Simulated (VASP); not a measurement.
A run of VASP 6.6.1 is set up as follows.

The input INCAR:

```
ALGO = Normal
EDIFF = 1E-6
ENCUT = 500
GGA = PS
GGA_COMPAT = F
ISIF = 2
ISMEAR = 0
LASPH = T
LCHARG = F
LREAL = F
LWAVE = F
NBANDS = 17
NELM = 120
PREC = Accurate
SIGMA = 0.1
```

Contents of KPOINTS:

```
k-points
0
Gamma
  6 6 6
```

Contents of POSCAR:

```
Pd
1.0
    1.6973996701      0.9799941565      3.1476241818
   -1.6973996701      0.9799941565      3.1476241818
    0.0000000000     -1.9599883129      3.1476241818
Pd
2
Direct
    0.2275400000      0.2275400000      0.2275400000
    0.7724600000      0.7724600000      0.7724600000
```

Potentials or basis: VASP PAW PBE potentials, release 64 (Pd).

The run is started by

```console
$ cat potpaw_PBE.64/Pd/POTCAR > POTCAR
$ mpirun -np 1 vasp_std > vasp.out
```

(1) Estimate the pressure.

(2) Estimate the band gap on the k mesh.

(3) Predict the largest force.

## Answers

(1) 30.3 GPa.

(2) zero (band 10 reaches 10.18 eV, above the bottom of band 11 at 8.19 eV).

(3) 5.691 eV/Å.

Caveat: the k points lie up to 0.37 Å⁻¹ apart; the PAW data sets were made with another functional, which shifts forces and pressure a little.
